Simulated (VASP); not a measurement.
# Ta (Im-3m) in VASP: a series of runs, part 2 of 2

VASP 6.6.1.

**5. Single point, PBE**

This run uses another cell than the first one, of 18.32 Å³/atom, 0.962 times its volume.

Input file INCAR:

```
SYSTEM = Ta
ALGO = Normal
EDIFF = 1E-6
ENCUT = 520
GGA = PE
ISIF = 2
ISMEAR = -1
LASPH = .True.
LCHARG = .True.
LELF = .True.
LREAL = .False.
LVHAR = .True.
LWAVE = .False.
NBANDS = 12
NELM = 80
PREC = Accurate
SIGMA = 0.1
```

Input file KPOINTS:

```
k-points
0
Gamma
  2 2 2
  0 0 0
```

Input file POSCAR:

```
Ta
1.0
   -1.6607181506      1.6607181506      1.6607181506
    1.6607181506     -1.6607181506      1.6607181506
    1.6607181506      1.6607181506     -1.6607181506
Ta
1
Direct
    0.0000000000      0.0000000000      0.0000000000
```

Potentials or basis: VASP PAW PBE potentials, release 64 (Ta_pv).

The run is started by

```
> cat potpaw_PBE.64/Ta_pv/POTCAR > POTCAR
> mpirun -np 1 vasp_std > vasp.out
```

OUTCAR:

```text
SYSTEM = Ta
   EDIFF = 1E-6
   ENCUT = 520
   GGA = PE
   ISIF = 2
   ISMEAR = -1
   LASPH = .True.
   LREAL = .False.
   NELM = 80
   PREC = Accurate

 ion  position               nearest neighbor table
   1  0.000  0.000  0.000-

  LATTYP: Found a body centered cubic cell.
 ALAT       =     3.3214363012

  Lattice vectors:

 A1 = (  -1.6607181506,   1.6607181506,   1.6607181506)
 A2 = (   1.6607181506,  -1.6607181506,   1.6607181506)
 A3 = (   1.6607181506,   1.6607181506,  -1.6607181506)

Analysis of symmetry for initial positions (statically):
=====================================================================
 Subroutine PRICEL returns:
 Original cell was already a primitive cell.

 Routine SETGRP: Setting up the symmetry group for a
 body centered cubic supercell.

 Subroutine GETGRP returns: Found 48 space group operations
 (whereof 48 operations were pure point group operations)
 out of a pool of 48 trial point group operations.

The static configuration has the point symmetry O_h .

Analysis of symmetry for dynamics (positions and initial velocities):
=====================================================================
 Subroutine PRICEL returns:
 Original cell was already a primitive cell.

 Routine SETGRP: Setting up the symmetry group for a
 body centered cubic supercell.

 Subroutine GETGRP returns: Found 48 space group operations
 (whereof 48 operations were pure point group operations)
 out of a pool of 48 trial point group operations.

The dynamic configuration has the point symmetry O_h .

 Subroutine INISYM returns: Found 48 space group operations
 (whereof 48 operations are pure point group operations),
 and found     1 'primitive' translations

----------------------------------------------------------------------------------------

[... 92 lines left out ...]
   LORBIT       =      0    0 simple, 1 ext, 2 COOP (PROOUT), +10 PAW based schemes
   GGA     = PE    functional components
   LHFCALC =     F    Hartree Fock is set to
   AEXX    =    0.0000 exact exchange contribution
   IVDW    =     0    specifies the selected vdW correction
   LEPSILON=     F    determine dielectric tensor
   LRPA    =     F    only Hartree local field effects (RPA)
 non-spin polarized calculation
  energy-cutoff  :      520.00
  volume of cell :       18.32
 maximum number of plane-waves:       531
 NGX is ok and might be reduce to    24
   NGX = 11   NGY = 11   NGZ = 11

 number of electron      11.0000000 magnetization

 Free energy of the ion-electron system (eV)
  ---------------------------------------------------
  ext. energy  EPLUGINS =         0.00000000
  ---------------------------------------------------
  free energy    TOTEN  =       -12.60338006 eV

  energy without entropy =      -12.50471030  energy(sigma->0) =      -12.55404518

 E-fermi :   6.7991     XC(G=0): -12.4525

 val. band max:        6.2931312410   @ k =   0.0000   0.0000   0.0000
 cond. band min:       6.8669937842   @ k =   0.5000   0.0000   0.0000
 fundamental gap:      0.5738625432
 Fermi energy:         6.7990949118

 k-point     1 :       0.0000    0.0000    0.0000
  band No.  band energies     occupation
      1     -27.4433      2.00000
      2     -27.4433      2.00000
      3     -27.4433      2.00000
      4      -2.4952      2.00000
      5       6.2931      1.98739
      6       6.2931      1.98738
      7       6.2931      1.98738
      8       9.4659      0.00000
      9       9.4659      0.00000
     10      20.2627      0.00000
     11      20.2627      0.00000
     12      20.2627      0.00000
[... 16 lines left out ...]
 k-point     3 :       0.5000    0.5000    0.5000
  band No.  band energies     occupation
      1     -28.2308      2.00000
      2     -28.2308      2.00000
      3     -28.2308      2.00000
      4       1.7150      2.00000
      5       1.7150      2.00000
      6      12.3296      0.00000
      7      12.3296      0.00000
      8      12.3296      0.00000
      9      13.8959      0.00000
     10      13.8959      0.00000
     11      13.8959      0.00000
     12      20.2858      0.00000

------------------------ aborting loop because EDIFF is reached ----------------------------------------

  FORCE on cell =-STRESS in cart. coord.  units (eV):
  Direction    XX          YY          ZZ          XY          YZ          ZX
  --------------------------------------------------------------------------------------
  -------------------------------------------------------------------------------------
  Total       -2.8033531     -2.8033531     -2.8033531      0.0000000      0.0000000     -0.0000000
  in kB     -245.1549127   -245.1549127   -245.1549127      0.0000000      0.0000000     -0.0000000
  external PRESSURE =    -245.1549127 kB  Pullay stress =       0.0000000 kB

 VOLUME and BASIS-vectors are now :
 -----------------------------------------------------------------------------
  energy-cutoff  :      520.00
  volume of cell :       18.32
      direct lattice vectors                 reciprocal lattice vectors
    -1.660718151  1.660718151  1.660718151     0.000000000  0.301074568  0.301074568
     1.660718151 -1.660718151  1.660718151     0.301074568  0.000000000  0.301074568
     1.660718151  1.660718151 -1.660718151     0.301074568  0.301074568  0.000000000

 POSITION                                       TOTAL-FORCE (eV/Angst)
 -----------------------------------------------------------------------------------
      0.00000      0.00000      0.00000         0.000000     -0.000000      0.000000
 -----------------------------------------------------------------------------------
    total drift:                               -0.000000      0.000000      0.000000

  FREE ENERGIE OF THE ION-ELECTRON SYSTEM (eV)
  ---------------------------------------------------
  free  energy   TOTEN  =       -12.6033800574 eV

  energy  without entropy=      -12.5047103039  energy(sigma->0) =      -12.55404518
```

It took 4.8 s on 1 thread of AMD EPYC 7R13, shared host; peak memory 0.1 GiB.

What came out:

| Item | Value |
| --- | --- |
| Free energy | -12.6034 eV |
| Pressure | -24.5 GPa |

Caveat: the k points lie up to 1.34 Å⁻¹ apart; spin-orbit coupling is left out, which moves the levels of the heavy elements.

**6. Single point, PBE**

This run uses another cell than the first one, of 18.32 Å³/atom, 0.962 times its volume.

Input file INCAR:

```
ALGO = Normal ; EDIFF = 1E-6
ENCUT = 520 ; GGA = PE
ISIF = 2 ; ISMEAR = -1
LASPH = T ; LCHARG = T
LELF = T ; LREAL = F
LVHAR = T ; LWAVE = F
NBANDS = 12 ; NELM = 80
PREC = Accurate ; SIGMA = 0.1
```

Input file KPOINTS:

```
k-points
0
Gamma
  3 3 3
```

POSCAR is that of step 5.

Potentials or basis: VASP PAW PBE potentials, release 64 (Ta_pv).

The run is started by

```
> cat potpaw_PBE.64/Ta_pv/POTCAR > POTCAR
> mpirun -np 1 vasp_std > vasp.out
```

Run time: 6.4 s. Hardware: 1 thread of AMD EPYC 7R13, shared host; peak memory 0.1 GiB.

It converged, with:

```yaml
Free_energy: -12.0265 eV
Pressure: -1.1 GPa
```

Levels at points of the mesh, in eV from the Fermi level:
| k point | band 3 | band 4 | band 5 | band 6 | band 7 | band 8 |
| --- | --- | --- | --- | --- | --- | --- |
| (0.00, 0.00, 0.00) | -33.20 | -7.84 | 0.71 | 0.71 | 0.71 | 3.93 |

Caveat: the k points lie up to 0.89 Å⁻¹ apart; spin-orbit coupling is left out, which moves the levels of the heavy elements.

**7. Summary**

```csv
cell,k mesh,gap on the mesh (eV),pressure (GPa)
"a = 2.914 Å, angles 109.5°, 1 atom",22 × 22 × 22,none,-7.2
"a = 2.951 Å, angles 109.5°, 1 atom",22 × 22 × 22,none,-13.0
"a = 2.987 Å, angles 109.5°, 1 atom",22 × 22 × 22,none,-17.9
"a = 2.876 Å, angles 109.5°, 1 atom",2 × 2 × 2,none,-24.5
"a = 2.876 Å, angles 109.5°, 1 atom",3 × 3 × 3,none,-1.1
```

Alike in all rows: task single point; level PBE; potentials or basis VASP PAW PBE potentials, release 64 (Ta_pv); no spin polarisation; cutoff (eV) 520; smearing fermi-dirac 0.1 eV.

Caveats: some runs use coarse meshes; spin-orbit coupling is left out, which moves the levels of the heavy elements.

Total energies depend on the potentials used, so only differences within one code and one set of settings carry meaning.
